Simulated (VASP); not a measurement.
# B3As (P4/mmm) in VASP: further runs, part 2 of 2

VASP 6.6.1. The steps go on from the part before.

## 4. Relaxation of cell and atoms, PBE

This run uses another cell than the first one, of 12.88 Å³/atom.

INCAR

```
SYSTEM = B3As
PREC = Accurate
ENCUT = 600
EDIFF = 1E-6
ISMEAR = 0
SIGMA = 0.1
LREAL = .FALSE.
LASPH = .TRUE.
NELM = 80
ALGO = Normal
ISIF = 3
LWAVE = .FALSE.
LCHARG = .FALSE.
GGA = PE
IBRION = 2
NSW = 90
EDIFFG = -0.04
```

KPOINTS

```
Automatic mesh
0
G
  4 4 6
  0 0 0
```

POSCAR

```
B3As
1.0
    3.7940937700      0.0000000000      0.0000000000
    0.0000000000      3.7940937700      0.0000000000
    0.0000000000      0.0000000000      3.5793339600
B As
3 1
Direct
    0.0000000000      0.5000000000      0.5000000000
    0.5000000000      0.0000000000      0.5000000000
    0.5000000000      0.5000000000      0.0000000000
    0.0000000000      0.0000000000      0.0000000000
```

Potentials or basis: VASP PAW PBE potentials, release 64 (B, As).

Started as:

```sh
$ cat potpaw_PBE.64/B/POTCAR potpaw_PBE.64/As/POTCAR > POTCAR
$ mpirun -np 1 vasp_std > vasp.out
```

OUTCAR:

```text
SYSTEM = B3As
   PREC = Accurate
   ENCUT = 600
   EDIFF = 1E-6
   ISMEAR = 0
   LREAL = .FALSE.
   LASPH = .TRUE.
   NELM = 80
   ISIF = 3
   GGA = PE
   IBRION = 2
   NSW = 90
   EDIFFG = -0.04

 ion  position               nearest neighbor table
   1  0.000  0.500  0.500-
   2  0.500  0.000  0.500-
   3  0.500  0.500  0.000-
   4  0.000  0.000  0.000-

  LATTYP: Found a simple tetragonal cell.
 ALAT       =     3.7940937700
 C/A-ratio  =     0.9433962830

  Lattice vectors:

 A1 = (   3.7940937700,   0.0000000000,   0.0000000000)
[... 186 lines left out ...]
  Direction    XX          YY          ZZ          XY          YZ          ZX
  --------------------------------------------------------------------------------------
  -------------------------------------------------------------------------------------
  Total       -6.8309899     -6.8309899     -6.3078414      0.0000000      0.0000000      0.0000000
  in kB     -212.4104517   -212.4104517   -196.1430883      0.0000000      0.0000000      0.0000000
  external PRESSURE =    -206.9879972 kB  Pullay stress =       0.0000000 kB
[... 139 lines left out ...]
--------------------------------------- Ionic step        5  -------------------------------------------

 number of electron      14.0000000 magnetization

 Free energy of the ion-electron system (eV)
  ---------------------------------------------------
  ext. energy  EPLUGINS =         0.00000000
  ---------------------------------------------------
  free energy    TOTEN  =       -17.18580674 eV

  energy without entropy =      -17.18191912  energy(sigma->0) =      -17.18386293

 E-fermi :   8.2430     XC(G=0): -11.8950

 val. band max:        8.2024437207   @ k =   0.2500   0.0000   0.5000
 cond. band min:       8.3018589175   @ k =   0.5000   0.5000   0.0000
 fundamental gap:      0.0994151968
 Fermi energy:         8.2430446254

 k-point     1 :       0.0000    0.0000    0.0000
  band No.  band energies     occupation
      1      -8.7704      2.00000
      2       1.9202      2.00000
      3       1.9202      2.00000
      4       2.5987      2.00000
      5       3.8344      2.00000
      6       5.1783      2.00000
      7       6.1057      2.00000
      8      11.1378      0.00000
      9      11.1378      0.00000
     10      11.4160      0.00000
     11      12.4552      0.00000
[... 351 lines left out ...]
  FREE ENERGIE OF THE ION-ELECTRON SYSTEM (eV)
  ---------------------------------------------------
  free  energy   TOTEN  =       -17.1858067366 eV

  energy  without entropy=      -17.1819191165  energy(sigma->0) =      -17.18386293

 reached required accuracy - stopping structural energy minimisation
```

It took 48 s on 1 thread of Intel Xeon Platinum 8259CL at 2.50GHz (Skylake/Cascade Lake), shared host; peak memory 0.18 GiB.

What came out:

| Property | Result |
| --- | --- |
| Free energy | -17.1858 eV |
| Relaxed volume | 9.58 Å³/atom |
| Relaxed cell | a = 3.416 Å, b = 3.416 Å, c = 3.283 Å, α = 90.00°, β = 90.00°, γ = 90.00° |
| Space group after relaxing (to 0.1 Å) | P4/mmm (No. 123) |
| Energy gained by relaxing | 278.6 meV/atom |
| Ionic steps | 5 |
| Pressure after relaxing | 0.4 GPa |
| Band gap on the k mesh | zero (bands 7 and 8 overlap by 7.47 eV) |

Stress tensor (GPa, compression positive):
```
0.48 0.00 0.00
0.00 0.48 0.00
0.00 0.00 0.27
```

The path:
| step | energy change (eV) | largest force (eV/Å) | pressure (GPa) | volume (Å³) |
| --- | --- | --- | --- | --- |
| 1 | 0.0000 | 0.0000 | -20.70 | 51.53 |
| 2 | -1.0824 | 0.0000 | -5.14 | 40.08 |
| 3 | -1.1107 | 0.0000 | -0.48 | 38.56 |
| 4 | -1.1110 | 0.0000 | 0.34 | 38.32 |
| 5 | -1.1145 | 0.0000 | 0.41 | 38.31 |

Final structure:
```yaml
crystal:
  lattice:
    - [3.41609, 0.00000, 0.00000]
    - [0.00000, 3.41609, 0.00000]
    - [0.00000, 0.00000, 3.28264]
  atoms:
    - { symbol: B, position: [0.00000, 0.50000, 0.50000] }
    - { symbol: B, position: [0.50000, 0.00000, 0.50000] }
    - { symbol: B, position: [0.50000, 0.50000, 0.00000] }
    - { symbol: As, position: [0.00000, 0.00000, 0.00000] }
```

Levels at points of the mesh, in eV from the Fermi level:
| k point | band 5 | band 6 | band 7 | band 8 | band 9 | band 10 |
| --- | --- | --- | --- | --- | --- | --- |
| (0.00, 0.00, 0.00) | -4.41 | -3.06 | -2.14 | 2.89 | 2.89 | 3.17 |
| (0.50, 0.00, 0.00) | -2.75 | -2.15 | -2.07 | -0.74 | -0.43 | 0.54 |
| (0.50, 0.50, 0.00) | 0.06 | 0.21 | 0.21 | 0.93 | 1.09 | 2.32 |
| (0.00, 0.00, 0.50) | -2.58 | -2.58 | -2.17 | -1.03 | -0.72 | -0.34 |
| (0.50, 0.00, 0.50) | -0.41 | -0.23 | -0.07 | 0.08 | 0.69 | 1.38 |
| (0.50, 0.50, 0.50) | -6.67 | -6.20 | -6.20 | -6.10 | 7.12 | 7.72 |

Caveat: the k points lie up to 0.46 Å⁻¹ apart in the final cell, too coarse for converged energies and pressures of a metal; the volume moved by over 15 % at a fixed basis, so the end points are rough.

## 5. Relaxation of cell and atoms, PBE

INCAR

```
  PREC = Accurate
  ENCUT = 600
  EDIFF = 1E-6
  ISMEAR = 0
  SIGMA = 0.1
  LREAL = False
  LASPH = True
  NELM = 80
  ALGO = Normal
  ISIF = 3
  LWAVE = False
  LCHARG = False
  GGA = PE
  IBRION = 2
  NSW = 90
  EDIFFG = -0.04
```

KPOINTS

```
regular mesh
0
Gamma
  6 6 6
```

POSCAR

```
B3As
1.0
    3.4177344290      0.0000000000      0.0000000000
    0.0000000000      3.4177344290      0.0000000000
    0.0000000000      0.0000000000      3.2835476837
B As
3 1
Direct
    0.0000000000      0.5000000000      0.5000000000
    0.5000000000      0.0000000000      0.5000000000
    0.5000000000      0.5000000000      0.0000000000
    0.0000000000      0.0000000000      0.0000000000
```

Potentials or basis: VASP PAW PBE potentials, release 64 (B, As).

Started as:

```sh
$ cat potpaw_PBE.64/B/POTCAR potpaw_PBE.64/As/POTCAR > POTCAR
$ mpirun -np 1 vasp_std > vasp.out
```

OUTCAR:

```text
PREC = Accurate
   ENCUT = 600
   EDIFF = 1E-6
   ISMEAR = 0
   LREAL = False
   LASPH = True
   NELM = 80
   ISIF = 3
   GGA = PE
   IBRION = 2
   NSW = 90
   EDIFFG = -0.04

 ion  position               nearest neighbor table
   1  0.000  0.500  0.500-   4 2.37   4 2.37   4 2.37   4 2.37
   2  0.500  0.000  0.500-   4 2.37   4 2.37   4 2.37   4 2.37
   3  0.500  0.500  0.000-   4 2.42   4 2.42   4 2.42   4 2.42
   4  0.000  0.000  0.000-   1 2.37   2 2.37   1 2.37   2 2.37   1 2.37   1 2.37   2 2.37   2 2.37
                             3 2.42   3 2.42   3 2.42   3 2.42

  LATTYP: Found a simple tetragonal cell.
 ALAT       =     3.4177344290
 C/A-ratio  =     0.9607381006

  Lattice vectors:

 A1 = (   3.4177344290,   0.0000000000,   0.0000000000)
 A2 = (   0.0000000000,   3.4177344290,   0.0000000000)
 A3 = (   0.0000000000,   0.0000000000,   3.2835476837)

[... 393 lines left out ...]
      3       1.0721      2.00000
      4       2.3556      2.00000
      5       3.7071      2.00000
      6       4.6083      2.00000
      7       8.9065      0.00000
      8       9.2388      0.00000
      9       9.2388      0.00000
     10      11.8270      0.00000
     11      12.8762      0.00000
[... 309 lines left out ...]
 k-point    24 :       0.5000    0.0000    0.3333
  band No.  band energies     occupation
      1      -5.6196      2.00000
      2      -3.0729      2.00000
      3       0.1241      2.00000
      4       1.7597      2.00000
      5       5.0300      2.00000
      6       5.9767      2.00000
      7       6.1673      2.00000
      8       7.1415      2.00000
      9      10.1420      0.00000
     10      10.4169      0.00000
     11      10.9892      0.00000

 [... further k-points ...]

------------------------ aborting loop because EDIFF is reached ----------------------------------------

  FORCE on cell =-STRESS in cart. coord.  units (eV):
  Direction    XX          YY          ZZ          XY          YZ          ZX
  --------------------------------------------------------------------------------------
  -------------------------------------------------------------------------------------
  Total       -0.1203477     -0.1203477      0.1093193      0.0000000      0.0000000      0.0000000
  in kB       -4.9590204     -4.9590204      4.5045833      0.0000000      0.0000000      0.0000000
  external PRESSURE =      -1.8044858 kB  Pullay stress =       0.0000000 kB
[... 19 lines left out ...]
  FREE ENERGIE OF THE ION-ELECTRON SYSTEM (eV)
  ---------------------------------------------------
  free  energy   TOTEN  =       -17.0999198792 eV

  energy  without entropy=      -17.0927449858  energy(sigma->0) =      -17.09633243

 reached required accuracy - stopping structural energy minimisation
```

It took 2.3 min on 1 thread of Intel Xeon Platinum 8259CL at 2.50GHz (Skylake/Cascade Lake), shared host; peak memory 0.17 GiB.

Results:

```
Free energy                           : -17.0999 eV
Relaxed volume                        : 9.72 Å³/atom
Relaxed cell                          : a = 3.610 Å, b = 3.610 Å, c = 2.984 Å, α = 90.00°, β = 90.00°, γ = 90.00°
Space group after relaxing (to 0.1 Å) : P4/mmm (No. 123)
Energy gained by relaxing             : 59.8 meV/atom
Ionic steps                           : 14
Pressure after relaxing               : -0.2 GPa
Band gap on the k mesh                : zero (bands 7 and 8 overlap by 8.13 eV)
```

The path:
| step | energy change (eV) | largest force (eV/Å) | pressure (GPa) | volume (Å³) |
| --- | --- | --- | --- | --- |
| 1 | 0.0000 | 0.0000 | 0.87 | 38.35 |
| 2 | -0.0133 | 0.0000 | 0.44 | 38.64 |
| 3 | -0.0150 | 0.0000 | 0.42 | 38.73 |
| 4 | -0.0245 | 0.0000 | 0.43 | 38.90 |
| 5 | -0.0620 | 0.0000 | -0.45 | 39.22 |
| 6 | -0.1792 | 0.0000 | -3.11 | 39.85 |
| 7 | -0.1546 | 0.0000 | -6.39 | 40.93 |
| 8 | -0.2128 | 0.0000 | -4.97 | 40.43 |
| 9 | -0.2146 | 0.0000 | -4.14 | 40.18 |
| 10 | -0.2176 | 0.0000 | -4.51 | 40.28 |
| 11 | -0.2238 | 0.0000 | -3.71 | 39.99 |
| 12 | -0.2239 | 0.0000 | -3.61 | 39.96 |
| 13 | -0.2324 | 0.0000 | -2.41 | 39.57 |
| 14 | -0.2392 | 0.0000 | -0.18 | 38.88 |

Final structure:
```xyz
4
Lattice="3.6100 0.0000 0.0000 0.0000 3.6100 0.0000 0.0000 0.0000 2.9836" Properties=species:S:1:pos:R:3 pbc="T T T"
B     0.0000    1.8050    1.4918
B     1.8050    0.0000    1.4918
B     1.8050    1.8050    0.0000
As    0.0000    0.0000    0.0000
```

## 6. Summary

| task | cell | k mesh | cutoff (eV) | gap on the mesh (eV) | pressure (GPa) | relaxed volume (Å³/atom) |
| --- | --- | --- | --- | --- | --- | --- |
| single point | a = 3.418, b = 3.418, c = 3.284 Å, 4 atoms | 4 × 4 × 6 | 520 | none | 0.2 | - |
| single point | a = 3.794, b = 3.794, c = 3.579 Å, 4 atoms | 4 × 4 × 6 | 520 | none | -20.7 | - |
| relaxation of cell and atoms | relaxed from a = 3.794, b = 3.794, c = 3.579 Å, 4 atoms | 4 × 4 × 6 | 600 | none | 0.4 | 9.58 |
| relaxation of cell and atoms | relaxed from a = 3.418, b = 3.418, c = 3.284 Å, 4 atoms | 6 × 6 × 6 | 600 | none | -0.2 | 9.72 |

Alike in all rows: level PBE; potentials or basis VASP PAW PBE potentials, release 64 (B, As); no spin polarisation; smearing gaussian 0.1 eV.

Caveats: some runs use coarse meshes; the volume moved by over 15 % at a fixed basis, so the end points are rough (at least some runs).

Absolute energies hang on the potentials; compare differences alone.

The gap in the log of VASP goes by the Fermi energy; the results here count the filled bands.